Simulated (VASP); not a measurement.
Input of a VASP 6.6.1 run:

The input INCAR:

```
PREC = Accurate ; ENCUT = 520
EDIFF = 1E-6 ; ISMEAR = 0
SIGMA = 0.01 ; LREAL = Auto
LASPH = T ; NELM = 80
ALGO = Normal ; ISIF = 2
LWAVE = F ; LCHARG = F
GGA = PE ; NBANDS = 122
```

Contents of KPOINTS:

```
Automatic mesh
0
Gamma
  3 3 3
```

Contents of POSCAR:

```
SnO2
1.0
   -4.8271903445     -4.8271903445      0.0000000000
   -4.8271903445      4.8271903445      0.0000000000
    4.8271903445      0.0000000000     -6.4763045098
Sn O
8 16
Direct
    0.1250000000      0.6250000000      0.2500000000
    0.8750000000      0.3750000000      0.7500000000
    0.6250000000      0.1250000000      0.2500000000
    0.3750000000      0.8750000000      0.7500000000
    0.7500000000      0.7500000000      0.5000000000
    0.5000000000      0.5000000000      0.0000000000
    0.2500000000      0.2500000000      0.5000000000
    1.0000000000      1.0000000000      0.0000000000
    0.1250000000      0.9315765231      0.2500000000
    0.8750000000      0.6815765231      0.7500000000
    0.6250000000      0.4315765231      0.2500000000
    0.3750000000      0.1815765231      0.7500000000
    0.1250000000      0.3184234769      0.2500000000
    0.8750000000      0.0684234769      0.7500000000
    0.6250000000      0.8184234769      0.2500000000
    0.3750000000      0.5684234769      0.7500000000
    0.4434234769      0.7500000000      0.5000000000
    0.1934234769      0.5000000000      0.0000000000
    0.9434234769      0.2500000000      0.5000000000
    0.6934234769      0.0000000000      0.0000000000
    0.0565765231      0.7500000000      0.5000000000
    0.8065765231      0.5000000000      0.0000000000
    0.5565765231      0.2500000000      0.5000000000
    0.3065765231      0.0000000000      0.0000000000
```

Potentials or basis: VASP PAW PBE potentials, release 64 (Sn_d, O).

Launch:

```sh
$ cat potpaw_PBE.64/Sn_d/POTCAR potpaw_PBE.64/O/POTCAR > POTCAR
$ mpirun -np 1 vasp_std > vasp.out
```

**Question.** What does it give for the largest force?

**Answer.** 0.017 eV/Å.

**Question.** What does it give for the band gap on the k mesh?

**Answer.** 0.67 eV.

**Question.** Predict the pressure.

**Answer.** 0.6 GPa.

Stress tensor (GPa, compression positive):
```
0.51 0.00 0.00
0.00 0.51 0.00
0.00 0.00 0.74
```

Caveat: spin-orbit coupling is left out, which moves the levels of the heavy elements. As with any semilocal functional, this PBE gap is likely too small.
